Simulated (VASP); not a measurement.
# C (Fd-3m) in VASP: notebook, part 3 of 3

VASP 6.6.1. Earlier steps stand in the parts before.

### 5 Relaxation of cell and atoms, r2SCAN

This run uses another cell than the first one, of 5.69 Å³/atom.

POSCAR reads:

```
C
1.0
    0.0000000000      1.7857704566      1.7857704566
    1.7857704566      0.0000000000      1.7857704566
    1.7857704566      1.7857704566      0.0000000000
C
2
Direct
    0.0000000000      0.0000000000      0.0000000000
    0.2500000000      0.2500000000      0.2500000000
```

INCAR.step1 reads:

```
PREC     = Accurate       # precision mode
ENCUT    = 600            # plane-wave cutoff, eV
ISMEAR   = -1             # smearing method
SIGMA    = 0.02           # smearing width, eV
LREAL    = False          # projectors in reciprocal space
LASPH    = True           # aspherical terms in the spheres
NELM     = 60             # most SCF steps
GGA      = PE             # functional
ALGO     = Normal         # electronic algorithm
EDIFF    = 1E-4           # SCF threshold, eV
LWAVE    = True           # write WAVECAR
LCHARG   = False          # write CHGCAR
```

INCAR.step2 reads:

```
PREC     = Accurate       # precision mode
ENCUT    = 600            # plane-wave cutoff, eV
EDIFF    = 1E-6           # SCF threshold, eV
ISMEAR   = -1             # smearing method
SIGMA    = 0.02           # smearing width, eV
LREAL    = False          # projectors in reciprocal space
LASPH    = True           # aspherical terms in the spheres
NELM     = 60             # most SCF steps
ALGO     = Normal         # electronic algorithm
ISIF     = 3              # what is computed and relaxed
LWAVE    = False          # write WAVECAR
LCHARG   = False          # write CHGCAR
METAGGA  = R2SCAN         # meta-GGA
LMIXTAU  = True         
IBRION   = 2              # ionic algorithm
NSW      = 80             # ionic steps
EDIFFG   = -0.005         # ionic threshold
ISTART   = 1
```

KPOINTS reads:

```
regular mesh
0
Gamma
  12 12 12
```

Run with:

```bash
$ cat potpaw_PBE.64/C/POTCAR > POTCAR
$ cp INCAR.step1 INCAR
$ mpirun -np 1 vasp_std > vasp.out
$ cp INCAR.step2 INCAR
$ mpirun -np 1 vasp_std > vasp.out
```

It took 1.9 min on 1 thread of Intel Xeon 8259CL, shared host; peak memory 0.12 GiB.

Results (log left out):

```yaml
Free_energy: -19.6645 eV
Relaxed_volume: 5.65 Å³/atom
Relaxed_cell: a = 2.518 Å, b = 2.518 Å, c = 2.518 Å, α = 60.00°, β = 60.00°, γ = 60.00°
Space_group_after_relaxing_to_0.1_Å: Fd-3m (No. 227)
Energy_gained_by_relaxing: 0.6 meV/atom
Ionic_steps: 3
Pressure_after_relaxing: -0.1 GPa
Band_gap_on_the_k_mesh: 4.35 eV (least direct gap 5.85 eV)
```

Step by step:
```csv
step,energy change (eV),largest force (eV/Å),pressure (GPa),volume (Å³)
1,0.0000,0.0000,-3.87,11.39
2,0.0008,0.0000,5.13,11.16
3,-0.0012,0.0000,-0.06,11.29
```

Final structure:
```
CELL_PARAMETERS angstrom
0.00000 1.78056 1.78056
1.78056 0.00000 1.78056
1.78056 1.78056 0.00000
ATOMIC_POSITIONS crystal
C 0.00000 0.00000 0.00000
C 0.25000 0.25000 0.25000
```

Levels at points of the mesh, in eV from the valence-band top:
```tsv
k point	band 2	band 3	band 4	band 5	band 6	band 7
(0.00, 0.00, 0.00)	0.00	0.00	0.00	5.85	5.85	5.85
(0.50, 0.00, 0.00)	-14.10	-2.99	-2.99	8.90	8.90	9.19
(0.50, 0.50, 0.00)	-13.62	-6.69	-6.69	5.01	5.01	17.95
```

Caveat: the PAW data sets were made with another functional, which shifts forces and pressure a little. A k mesh can miss the band edges.

### 6 Single point, HSE06

POSCAR reads:

```
C
1.0
    0.0000000000      1.7801241434      1.7801241434
    1.7801241434      0.0000000000      1.7801241434
    1.7801241434      1.7801241434      0.0000000000
C
2
Direct
    0.0000000000      0.0000000000      0.0000000000
    0.2500000000      0.2500000000      0.2500000000
```

INCAR.step1 reads:

```
ALGO = Normal
EDIFF = 1E-5
ENCUT = 520
GGA = PE
ISIF = 2
ISMEAR = 0
LASPH = T
LREAL = F
LWAVE = T
NBANDS = 11
NELM = 80
PREC = Accurate
SIGMA = 0.01
```

INCAR.step2 reads:

```
ALGO = Normal
EDIFF = 1E-6
ENCUT = 520
GGA = PE
HFSCREEN = 0.2079
ISIF = 2
ISMEAR = 0
ISTART = 1
LASPH = T
LCHARG = T
LELF = T
LHFCALC = T
LREAL = F
LVHAR = T
LWAVE = F
NBANDS = 11
NELM = 80
PREC = Accurate
PRECFOCK = Normal
SIGMA = 0.01
```

KPOINTS reads:

```
k-points
0
Gamma
  8 8 8
```

Potentials or basis: VASP PAW PBE potentials, release 64 (C).

Run with:

```bash
$ cat potpaw_PBE.64/C/POTCAR > POTCAR
$ cp INCAR.step1 INCAR
$ mpirun -np 1 vasp_std > vasp.out
$ cp INCAR.step2 INCAR
$ mpirun -np 1 vasp_std > vasp.out
```

It took 17 min on 1 thread of Intel Xeon 8259CL, shared host; peak memory 0.22 GiB.

It converged, with:

* Free energy: -21.0508 eV
* Pressure: -4.9 GPa
* Band gap on the k mesh: 5.29 eV (least direct gap 6.99 eV)

Levels at points of the mesh, in eV from the valence-band top:
| k point | band 1 | band 2 | band 3 | band 4 | band 5 | band 6 | band 7 | band 8 | band 9 |
| --- | --- | --- | --- | --- | --- | --- | --- | --- | --- |
| (0.00, 0.00, 0.00) | -23.61 | 0.00 | 0.00 | 0.00 | 6.99 | 6.99 | 6.99 | 15.39 | 20.92 |
| (0.50, 0.00, 0.00) | -17.36 | -14.68 | -3.08 | -3.08 | 10.04 | 10.04 | 10.42 | 17.66 | 23.99 |
| (0.50, 0.50, 0.00) | -14.11 | -14.11 | -6.91 | -6.91 | 5.92 | 5.92 | 19.31 | 19.31 | 25.64 |

Caveat: the cell stands under tension; the PAW data sets were made with another functional, which shifts forces and pressure a little. A k mesh can miss the band edges.

### 7 Single point, PBE0

POSCAR is that of step 6.

INCAR.step1 reads:

```
SYSTEM = C
ALGO     = Normal         ! electronic algorithm
EDIFF    = 1E-5           ! SCF threshold, eV
ENCUT    = 520            ! plane-wave cutoff, eV
GGA      = PE             ! functional
ISIF     = 2              ! what is computed and relaxed
ISMEAR   = 0              ! smearing method
LASPH    = .True.         ! aspherical terms in the spheres
LCHARG   = .False.        ! write CHGCAR
LREAL    = .False.        ! projectors in reciprocal space
LWAVE    = .True.         ! write WAVECAR
NBANDS   = 11             ! bands
NELM     = 80             ! most SCF steps
PREC     = Accurate       ! precision mode
SIGMA    = 0.01           ! smearing width, eV
```

INCAR.step2 reads:

```
SYSTEM = C
AEXX     = 0.25           ! exact-exchange fraction
ALGO     = Normal         ! electronic algorithm
EDIFF    = 1E-7           ! SCF threshold, eV
ENCUT    = 520            ! plane-wave cutoff, eV
GGA      = PE             ! functional
ISIF     = 2              ! what is computed and relaxed
ISMEAR   = 0              ! smearing method
ISTART   = 1            
LASPH    = .True.         ! aspherical terms in the spheres
LCHARG   = .False.        ! write CHGCAR
LHFCALC  = .True.         ! exact exchange
LREAL    = .False.        ! projectors in reciprocal space
LWAVE    = .False.        ! write WAVECAR
NBANDS   = 11             ! bands
NELM     = 80             ! most SCF steps
PREC     = Accurate       ! precision mode
PRECFOCK = Normal       
SIGMA    = 0.01           ! smearing width, eV
```

KPOINTS reads:

```
k-points
0
Gamma
  8 8 8
  0 0 0
```

Run with:

```bash
$ cat potpaw_PBE.64/C/POTCAR > POTCAR
$ cp INCAR.step1 INCAR
$ mpirun -np 1 vasp_std > vasp.out
$ cp INCAR.step2 INCAR
$ mpirun -np 1 vasp_std > vasp.out
```

Run time: 17 min. Hardware: 1 thread of Intel Xeon 8259CL, shared host; peak memory 0.13 GiB.

It converged, with:

```
Free energy            : -22.1312 eV
Pressure               : -5.0 GPa
Band gap on the k mesh : 6.06 eV (least direct gap 7.73 eV)
```

Levels at points of the mesh, in eV from the valence-band top:
```tsv
k point	band 1	band 2	band 3	band 4	band 5	band 6	band 7	band 8
(0.00, 0.00, 0.00)	-23.66	0.00	0.00	0.00	7.73	7.73	7.73	16.18
(0.50, 0.00, 0.00)	-17.41	-14.73	-3.10	-3.10	10.81	10.81	11.19	18.45
(0.50, 0.50, 0.00)	-14.16	-14.16	-6.94	-6.94	6.69	6.69	20.09	20.09
```

Caveat: the cell stands under tension; the PAW data sets were made with another functional, which shifts forces and pressure a little.

### 8 Overview

```tsv
task	level	cell	k mesh	cutoff (eV)	smearing	grid for exact exchange (PRECFOCK)	share of exact exchange	screening parameter	gap on the mesh (eV)	pressure (GPa)
single point	PBE	a = 2.517 Å, angles 60.0°, 2 atoms	12 × 12 × 12	520	fermi-dirac 0.02 eV	-	-	-	4.17	4.9
single point	r2SCAN	a = 2.517 Å, angles 60.0°, 2 atoms	12 × 12 × 12	520	fermi-dirac 0.02 eV	-	-	-	4.36	1.1
single point	r2SCAN	a = 2.517 Å, angles 60.0°, 2 atoms	12 × 12 × 12	520	gaussian 0.01 eV	-	-	-	4.36	1.1
relaxation of cell and atoms	r2SCAN	relaxed from a = 2.525 Å, angles 60.0°, 2 atoms	12 × 12 × 12	600	fermi-dirac 0.02 eV	-	-	-	4.35	-0.1
single point	HSE06	a = 2.517 Å, angles 60.0°, 2 atoms	8 × 8 × 8	520	gaussian 0.01 eV	Normal	0.25	0.2079 1/Å	5.29	-4.9
single point	PBE0	a = 2.517 Å, angles 60.0°, 2 atoms	8 × 8 × 8	520	gaussian 0.01 eV	Normal	0.25	-	6.06	-5.0
```

Alike in all rows: potentials or basis VASP PAW PBE potentials, release 64 (C); no spin polarisation.

On the cell as given the gap runs from 4.17 eV (PBE) to 6.06 eV (PBE0); the meshes differ, which moves gaps too. The pressure there spans -5.0 GPa (PBE0) to 4.9 GPa (PBE); a positive pressure means that this level wants a larger cell, a negative one a smaller.

Caveats: the PAW data sets were made with another functional, which shifts forces and pressure a little (at least some runs); the cell stands under tension (at least some runs); the cell stands under pressure (at least some runs).

Total energies depend on the potentials used, so only differences within one code and one set of settings carry meaning.
